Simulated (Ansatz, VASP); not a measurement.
**Pd: VASP beside Ansatz**

The input INCAR:

```
SYSTEM = Pd
PREC = Accurate ; ENCUT = 520
EDIFF = 1E-6 ; ISMEAR = -1
SIGMA = 0.1 ; LREAL = .FALSE.
LASPH = .TRUE. ; NELM = 80
ALGO = Normal ; ISIF = 2
LWAVE = .FALSE. ; LCHARG = .FALSE.
GGA = B5 ; ALDAX = 1.0
AGGAX = 1.0 ; AGGAC = 1.0
ALDAC = 0.0 ; NBANDS = 17
```

The input KPOINTS:

```
Automatic mesh
0
G
  14 14 8
  0 0 0
```

File POSCAR:

```
Pd
1.0
    2.8702870599      0.0000000000      0.0000000000
   -1.4351435299      2.4857415100      0.0000000000
    0.0000000000      0.0000000000      4.7974562258
Pd
2
Direct
    0.3333333333      0.6666666667      0.2500000000
    0.6666666667      0.3333333333      0.7500000000
```

Input for Ansatz:

```yaml
crystal:
  lattice:
    - [2.8702870599, 0.0, 0.0]
    - [-1.4351435299, 2.48574151, 0.0]
    - [0.0, 0.0, 4.7974562258]
  atoms:
    - { symbol: Pd, position: [0.3333333333, 0.6666666667, 0.25] }
    - { symbol: Pd, position: [0.6666666667, 0.3333333333, 0.75] }
hamiltonian:
  xc: blyp
  pseudopotentials:
    kind: paw
    azcp:
      Pd: "pseudopotentials/Pd.paw.azcp"
basis:
  ecutwfc: 420
  fft_grid_basis: typed
kpoints:
  mp_grid: { grid: [14, 14, 8], shift: [0, 0, 0] }
magnetization:
  spin_polarized: false
scf:
  occupations: { method: fermi_dirac, width: 0.1 }
  lower_state_search: "off"
output:
  stress: true
  write_density: true
  write_potential: true
  elf: true
  volumetric_format: npy
```

Alike in both runs: task single point; functional BLYP; k mesh 14 × 14 × 8; occupations fermi-dirac, width 0.1 eV; no spin polarisation.

```csv
,VASP,Ansatz
version,VASP 6.6.1,Ansatz 0.2.0
potentials or method,"VASP PAW PBE potentials, release 64 (Pd), cutoff 520 eV","plane waves (420 eV) with PAW, scalar-relativistic"
valence electrons in the cell,20,36
```

```tsv
	VASP	Ansatz	Ansatz less VASP
pressure (GPa)	-4.4	-4.6	-0.24
traceless stress, the component that is largest in VASP (GPa)	-0.29	-0.23	+0.058
```

VASP's potentials were made for PBE, not for BLYP. VASP's potentials hold 20 valence electrons a cell and Ansatz's 36, so a difference there can come from the potentials and not from the codes.
